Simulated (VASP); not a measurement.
# CdS (F-43m) in VASP: G0W0 quasiparticle levels with PBE

Aim: the G0W0 quasiparticle levels of CdS with PBE.

Everything below comes from runs of VASP 6.6.1. Logs are shortened: lines on timing, memory, paths and dates and some standing lists are left out, and cuts for length are marked.

## (1) The cell of the first run

It takes space group F-43m (No. 216, cubic). Conventional cell: a = 5.878 Å, b = 5.878 Å, c = 5.878 Å, α = 90.00°, β = 90.00°, γ = 90.00°. Cd (site symmetry -43m) has 4 S at 2.55 Å within 3.4 Å. Within 3.4 Å of S (site symmetry -43m) lie 4 Cd at 2.55 Å.

## (2) G0W0 quasiparticle levels, PBE

Input file POSCAR:

```
CdS
1.0
    0.0000000000      2.9392148420      2.9392148420
    2.9392148420      0.0000000000      2.9392148420
    2.9392148420      2.9392148420      0.0000000000
Cd S
1 1
Direct
    0.0000000000      0.0000000000      0.0000000000
    0.2500000000      0.2500000000      0.2500000000
```

Input file INCAR.step1:

```
SYSTEM = CdS
PREC = Accurate
ENCUT = 500
EDIFF = 1E-8
ISMEAR = 0
SIGMA = 0.01
LREAL = .False.
LASPH = .True.
NELM = 80
ALGO = Normal
LWAVE = .True.
LCHARG = .False.
GGA = PE
```

Input file INCAR.step2:

```
SYSTEM = CdS
PREC = Accurate
ENCUT = 500
EDIFF = 1E-8
ISMEAR = 0
SIGMA = 0.01
LREAL = .False.
LASPH = .True.
NELM = 1
ALGO = Exact
LWAVE = .True.
LCHARG = .False.
GGA = PE
NBANDS = 91
LOPTICS = .True.
ISTART = 1
```

Input file INCAR.step3:

```
SYSTEM = CdS
PREC = Accurate
ENCUT = 500
EDIFF = 1E-8
ISMEAR = 0
SIGMA = 0.01
LREAL = .False.
LASPH = .True.
ALGO = EVGW0
LWAVE = .False.
LCHARG = .False.
GGA = PE
NELMGW = 1
NBANDS = 91
ENCUTGW = 80.0
NOMEGA = 48
PRECFOCK = Fast
ISTART = 1
NBANDSGW = 17
```

Input file KPOINTS:

```
Automatic mesh
0
Gamma
  4 4 4
  0 0 0
```

Potentials or basis: VASP PAW PBE potentials, release 64 (Cd_GW, S_GW).

Command:

```
> cat potpaw_PBE.64/Cd_GW/POTCAR potpaw_PBE.64/S_GW/POTCAR > POTCAR
> cp INCAR.step1 INCAR
> mpirun -np 1 vasp_std > vasp.out
> cp INCAR.step2 INCAR
> mpirun -np 1 vasp_std > vasp.out
> cp INCAR.step3 INCAR
> mpirun -np 1 vasp_std > vasp.out
```

OUTCAR:

```text
SYSTEM = CdS
   PREC = Accurate
   ENCUT = 500
   EDIFF = 1E-8
   ISMEAR = 0
   LREAL = .False.
   LASPH = .True.
   GGA = PE
   NELMGW = 1
   ENCUTGW = 80.0
   PRECFOCK = Fast
   ISTART = 1

 ion  position               nearest neighbor table
   1  0.000  0.000  0.000-   2 2.55   2 2.55   2 2.55   2 2.55
   2  0.250  0.250  0.250-   1 2.55   1 2.55   1 2.55   1 2.55

  LATTYP: Found a face centered cubic cell.
 ALAT       =     5.8784296840

  Lattice vectors:

 A1 = (   0.0000000000,   2.9392148420,   2.9392148420)
 A2 = (   2.9392148420,   0.0000000000,   2.9392148420)
 A3 = (   2.9392148420,   2.9392148420,   0.0000000000)

Analysis of symmetry for initial positions (statically):
=====================================================================
 Subroutine PRICEL returns:
 Original cell was already a primitive cell.

 Routine SETGRP: Setting up the symmetry group for a
 face centered cubic supercell.

 Subroutine GETGRP returns: Found 24 space group operations
 (whereof 24 operations were pure point group operations)
 out of a pool of 48 trial point group operations.

The static configuration has the point symmetry T_d .

Analysis of symmetry for dynamics (positions and initial velocities):
=====================================================================
 Subroutine PRICEL returns:
 Original cell was already a primitive cell.

 Routine SETGRP: Setting up the symmetry group for a
 face centered cubic supercell.

 Subroutine GETGRP returns: Found 24 space group operations
 (whereof 24 operations were pure point group operations)
 out of a pool of 48 trial point group operations.

The dynamic configuration has the point symmetry T_d .

 Subroutine INISYM returns: Found 24 space group operations
 (whereof 24 operations are pure point group operations),
 and found     1 'primitive' translations

----------------------------------------------------------------------------------------

                                     Primitive cell

  volume of cell :      50.7837

  direct lattice vectors                    reciprocal lattice vectors
     0.000000000  2.939214842  2.939214842    -0.170113458  0.170113458  0.170113458
     2.939214842  0.000000000  2.939214842     0.170113458 -0.170113458  0.170113458
     2.939214842  2.939214842  0.000000000     0.170113458  0.170113458 -0.170113458

  length of vectors
     4.156677492  4.156677492  4.156677492     0.294645152  0.294645152  0.294645152

  position of ions in fractional coordinates (direct lattice)
     0.000000000  0.000000000  0.000000000
     0.250000000  0.250000000  0.250000000

  ion indices of the primitive-cell ions
   primitive index   ion index
                 1           1
                 2           2

----------------------------------------------------------------------------------------

 KPOINTS: Automatic mesh

Automatic generation of k-mesh.
 Grid dimensions read from file:
 generate k-points for:    4    4    4

 Generating k-lattice:

  Cartesian coordinates                     Fractional coordinates (reciprocal lattice)
    -0.042528364  0.042528364  0.042528364     0.250000000  0.000000000  0.000000000
     0.042528364 -0.042528364  0.042528364     0.000000000  0.250000000  0.000000000
     0.042528364  0.042528364 -0.042528364     0.000000000  0.000000000  0.250000000

  Length of vectors
     0.073661288  0.073661288  0.073661288

  Shift w.r.t. Gamma in fractional coordinates (k-lattice)
     0.000000000  0.000000000  0.000000000

 Subroutine IBZKPT returns following result:
 ===========================================

 Found      8 irreducible k-points:

 Following reciprocal coordinates:
            Coordinates               Weight
  0.000000  0.000000  0.000000      1.000000
  0.250000  0.000000  0.000000      8.000000
  0.500000  0.000000  0.000000      4.000000
  0.250000  0.250000  0.000000      6.000000
  0.500000  0.250000  0.000000     24.000000
 -0.250000  0.250000  0.000000     12.000000
  0.500000  0.500000  0.000000      3.000000
 -0.250000  0.500000  0.250000      6.000000
   k-points           NKPTS =      8   k-points in BZ     NKDIM =     64   number of bands    NBANDS=     91
   number of dos      NEDOS =    301   number of ions     NIONS =      2
   total plane-waves  NPLWV =  27000
   dimension x,y,z NGX =    30 NGY =   30 NGZ =   30
   dimension x,y,z NGXF=    60 NGYF=   60 NGZF=   60
   ions per type =               1   1
   NGX,Y,Z   is equivalent  to a cutoff of  12.00, 12.00, 12.00 a.u.
   NGXF,Y,Z  is equivalent  to a cutoff of  24.00, 24.00, 24.00 a.u.
 SYSTEM =  CdS
   PREC   = accura    normal or accurate (medium, high low for compatibility)
   ISTART =      1    job   : 0-new  1-cont  2-samecut
   ICHARG =      0    charge: 1-file 2-atom 10-const
   ISPIN  =      1    spin polarized calculation?
   LNONCOLLINEAR =      F non collinear calculations
   LSORBIT =      F    spin-orbit coupling
   LASPH  =      T    aspherical Exc in radial PAW
   ENCUT  =  500.0 eV  36.75 Ry    6.06 a.u.   7.58  7.58  7.58*2*pi/ulx,y,z
   NELM   =     60;   NELMIN=  2; NELMDL=  0     # of ELM steps
   EDIFF  = 0.1E-07   stopping-criterion for ELM
   LREAL  =      F    real-space projection
   EDIFFG = 0.1E-06   stopping-criterion for IOM
   NSW    =      0    number of steps for IOM
   IBRION =     -1    ionic relax: 0-MD 1-quasi-New 2-CG
   NFREE  =      0    steps in history (QN), initial steepest desc. (CG)
   ISIF   =      0    stress and relaxation
   ISYM   =      3    0-nonsym 1-usesym 2-fastsym
   POTIM  = 0.5000    time-step for ionic-motion
   TEBEG  =    0.0;   TEEND  =   0.0 temperature during run
   PSTRESS=    0.0 pullay stress
   NELECT =      18.0000    total number of electrons
   NUPDOWN=      -1.0000    fix difference up-down
   EMIN   =  10.00;   EMAX   =-10.00  energy-range for DOS
   EFERMI =   0.00;   METHOD = LEGACY
   ISMEAR =     0;   SIGMA  =   0.01  broadening in eV -4-tet -1-fermi 0-gaus
   EFERMI_NEDOS =   21; number of points for ismear=-14 and -15
   IALGO  =     38    algorithm
   IMIX   =      4    mixing-type and parameters
     AMIX     =   0.40;   BMIX     =  1.00
     AMIX_MAG =   1.60;   BMIX_MAG =  1.00
  volume/ion in A,a.u.               =      25.39       171.35
  Fermi-wavevector in a.u.,A,eV,Ry     =   1.158575  2.189390 18.263062  1.342297
  Thomas-Fermi vector in A             =   2.295176
   LORBIT       =      0    0 simple, 1 ext, 2 COOP (PROOUT), +10 PAW based schemes
   GGA     = PE    functional components
   LHFCALC =     T    Hartree Fock is set to
   PRECFOCK=fast      Normal, Fast or Accurate (Low or Medium for compatibility)
   ENCUT4O =  -1.0   cutoff for four orbital integrals eV
   NKREDX  =     1    reduce k-point grid by
   NKREDY  =     1    reduce k-point grid by
   NKREDZ  =     1    reduce k-point grid by
   AEXX    =    1.0000 exact exchange contribution
   HFSCREEN=    0.0000 screening length (either q_TF or 0.3 A-1)
   HFSCREENC=   0.0000 screening length for correlation (either q_TF or 0.3 A-1)
   ENCUTFOCK=  -1.0 apply spherical cutoff to Coloumb kernel
   IVDW    =     0    specifies the selected vdW correction
   LEPSILON=     F    determine dielectric tensor
   LRPA    =     F    only Hartree local field effects (RPA)
   LRPAFORCE           =     F    calculate RPA forces
   ENCUTGW             =  80.0    cutoff for response function in eV
   ENCUTGWSOFT         =  64.0    soft cutoff for Coulomb kernel in GW response function in eV
   ENCUTLF             =  -1.0    cutoff for local field effects
   NELMGW              =     1    number of iterations in solving QP/BSE equation
   NELMHF              =     1    number of iterations in the inner HF iteration
   NKREDLFX            =     1    NKREDLFY  =   1   NKREDLFZ  =   1
 non-spin polarized calculation
 Gauss-broadening in eV      SIGMA  =   0.01
  energy-cutoff  :      500.00
  volume of cell :       50.78
 maximum number of plane-waves:      1308
  NGX = 18; NGY = 18; NGZ = 18
   NGX = 15   NGY = 15   NGZ = 15
 maximum number of plane-waves:        92
 NGX is ok and might be reduce to    14

 QP shifts <psi_nk| G(iteration)W_0 |psi_nk>: iteration 1
 for sc-GW calculations column KS-energies equals QP-energies in previous step
 and V_xc(KS)=  KS-energies - (<T + V_ion + V_H > + <T+V_H+V_ion>^1  + <V_x>^1)

 k-point   1 :       0.0000    0.0000    0.0000
  band No.  KS-energies  QP-energies   sigma(KS)   V_xc(KS)     V^pw_x(r,r')   Z            occupation Imag(sigma)

      1      -9.7791      -9.9735     -13.3161     -12.9949     -20.8866       0.6053       2.0000       1.0881
      2      -5.2186      -6.9558     -17.6852     -15.1752     -22.9271       0.6921       2.0000       0.5262
      3      -5.2186      -6.9558     -17.6852     -15.1752     -22.9271       0.6921       2.0000       0.5262
      4      -5.2186      -6.9558     -17.6852     -15.1752     -22.9271       0.6921       2.0000       0.5262
      5      -4.7723      -6.6411     -18.1543     -15.4968     -23.2438       0.7032       2.0000       0.4840
      6      -4.7723      -6.6411     -18.1543     -15.4968     -23.2438       0.7032       2.0000       0.4840
[... 9 lines left out ...]
     16      13.7878      14.3880      -9.8037     -10.6201      -4.8788       0.7352       0.0000      -0.2492
     17      15.6508      15.5910      -7.2336      -7.1538      -2.0864       0.7494       0.0000      -0.4487

 k-point   2 :       0.2500    0.0000    0.0000
  band No.  KS-energies  QP-energies   sigma(KS)   V_xc(KS)     V^pw_x(r,r')   Z            occupation Imag(sigma)

      1      -9.5759      -9.7934     -13.6058     -13.2568     -21.0998       0.6235       2.0000       1.0811
      2      -5.1519      -6.9007     -17.7575     -15.2342     -22.9878       0.6931       2.0000       0.5257
      3      -5.1519      -6.9007     -17.7575     -15.2342     -22.9878       0.6931       2.0000       0.5257
      4      -4.9794      -6.6921     -17.4863     -15.0288     -22.6565       0.6969       2.0000       0.5255
      5      -4.7682      -6.6413     -18.1550     -15.4983     -23.2495       0.7050       2.0000       0.4867
      6      -4.7682      -6.6413     -18.1550     -15.4983     -23.2495       0.7050       2.0000       0.4867
[... 9 lines left out ...]
     16      13.6767      13.5813      -7.0560      -6.9299      -2.0874       0.7569       0.0000      -0.3141
     17      17.2625      17.5081      -8.1349      -8.4573      -2.6212       0.7618       0.0000      -0.5994

 k-point   3 :       0.5000    0.0000    0.0000
  band No.  KS-energies  QP-energies   sigma(KS)   V_xc(KS)     V^pw_x(r,r')   Z            occupation Imag(sigma)
[... 85 lines left out ...]
      1      -9.2474      -9.5164     -14.1585     -13.7434     -21.5327       0.6481       2.0000       1.0540
      2      -5.0131      -6.8042     -17.5481     -14.9894     -22.6348       0.7000       2.0000       0.5015
      3      -4.8929      -6.7013     -18.1062     -15.5244     -23.3081       0.7005       2.0000       0.5265
      4      -4.8929      -6.7013     -18.1062     -15.5244     -23.3081       0.7005       2.0000       0.5265
      5      -4.6913      -6.5761     -18.2526     -15.5882     -23.3577       0.7074       2.0000       0.4869
      6      -4.3473      -6.0420     -17.7680     -15.3583     -22.8848       0.7033       2.0000       0.5028
[... 9 lines left out ...]
     16      15.6272      16.2775     -10.0086     -10.8826      -4.6791       0.7440       0.0000      -0.4359
     17      15.6272      16.2775     -10.0086     -10.8826      -4.6791       0.7440       0.0000      -0.4359

 k-point   8 :      -0.2500    0.5000    0.2500
  band No.  KS-energies  QP-energies   sigma(KS)   V_xc(KS)     V^pw_x(r,r')   Z            occupation Imag(sigma)

      1      -9.2489      -9.5117     -14.1514     -13.7428     -21.5350       0.6432       2.0000       1.0500
      2      -4.9986      -6.7768     -17.7667     -15.2209     -22.9302       0.6984       2.0000       0.5167
      3      -4.9838      -6.7979     -17.9922     -15.4035     -23.1894       0.7008       2.0000       0.5243
      4      -4.8084      -6.6700     -18.1520     -15.5074     -23.2796       0.7039       2.0000       0.5046
      5      -4.7640      -6.6232     -18.0979     -15.4577     -23.1981       0.7042       2.0000       0.4895
      6      -4.1768      -5.8744     -18.0766     -15.6628     -23.2110       0.7033       2.0000       0.5032
[... 9 lines left out ...]
     16      15.4700      16.2608     -10.5550     -11.6222      -5.1018       0.7410       0.0000      -0.4712
     17      15.6185      16.2936      -9.7476     -10.6577      -4.2570       0.7418       0.0000      -0.4515
```

Run time: 5.8 min. Hardware: 1 thread of Intel Xeon 8259CL, shared host; peak memory 0.54 GiB.

What came out:

| Property | Result |
| --- | --- |
| Quasiparticle gap | 1.78 eV |
| Least direct quasiparticle gap | 1.78 eV |
| Band gap of the starting levels on the mesh | 1.08 eV |
| Least direct gap of the starting levels on the mesh | 1.08 eV |

Caveat: the k points lie up to 0.46 Å⁻¹ apart; bands, screening cutoff and mesh are small and nothing is extrapolated, so the quasiparticle values aren't converged.
